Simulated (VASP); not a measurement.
Set up this calculation in VASP 6.6.1, as the native input.

```yaml
Task: single point
Functional: PBE
Potentials_or_basis: VASP PAW PBE potentials, release 64 (Ti_sv, B)
Cutoff: 500 eV
k_mesh: 6 × 6 × 5
Occupations: fermi-dirac, width 0.05 eV
Spin: no spin polarisation
Dipole_correction: no
Further_INCAR_settings: ALGO = Normal; EDIFF = 1e-06; NBANDS = 16
```

The structure of TiB2 lies in POSCAR:

```
TiB2
1.0
    3.0292000000      0.0000000000      0.0000000000
   -1.5146000000      2.6233641500      0.0000000000
    0.0000000000      0.0000000000      3.2284000000
Ti B
1 2
Direct
    0.0000000000      0.0000000000      0.0000000000
    0.3333333333      0.6666666667      0.5000000000
    0.6666666667      0.3333333333      0.5000000000
```

The input as run:

INCAR

```
SYSTEM = TiB2
PREC     = Accurate       ! precision mode
ENCUT    = 500            ! plane-wave cutoff, eV
EDIFF    = 1E-6           ! SCF threshold, eV
ISMEAR   = -1             ! smearing method
SIGMA    = 0.05           ! smearing width, eV
LREAL    = .FALSE.        ! projectors in reciprocal space
LASPH    = .TRUE.         ! aspherical terms in the spheres
NELM     = 120            ! most SCF steps
ALGO     = Normal         ! electronic algorithm
ISIF     = 2              ! what is computed and relaxed
LWAVE    = .FALSE.        ! write WAVECAR
LCHARG   = .FALSE.        ! write CHGCAR
GGA      = PE             ! functional
NBANDS   = 16             ! bands
GGA_COMPAT= .FALSE.
```

KPOINTS

```
Automatic mesh
0
G
  6 6 5
  0 0 0
```

Potentials or basis: VASP PAW PBE potentials, release 64 (Ti_sv, B).

The run is started by

```console
$ cat potpaw_PBE.64/Ti_sv/POTCAR potpaw_PBE.64/B/POTCAR > POTCAR
$ mpirun -np 1 vasp_std > vasp.out
```

It gave:

```json
{
 "Pressure": "0.7 GPa",
 "Band gap on the k mesh": "zero (filled and empty bands touch)"
}
```

Caveat: the k points lie up to 0.40 Å⁻¹ apart.

Run time: 7.5 s on 1 thread of Intel(R) Xeon(R) Platinum 8488C (Sapphire Rapids), with other jobs on the host, peak memory 0.13 GiB.
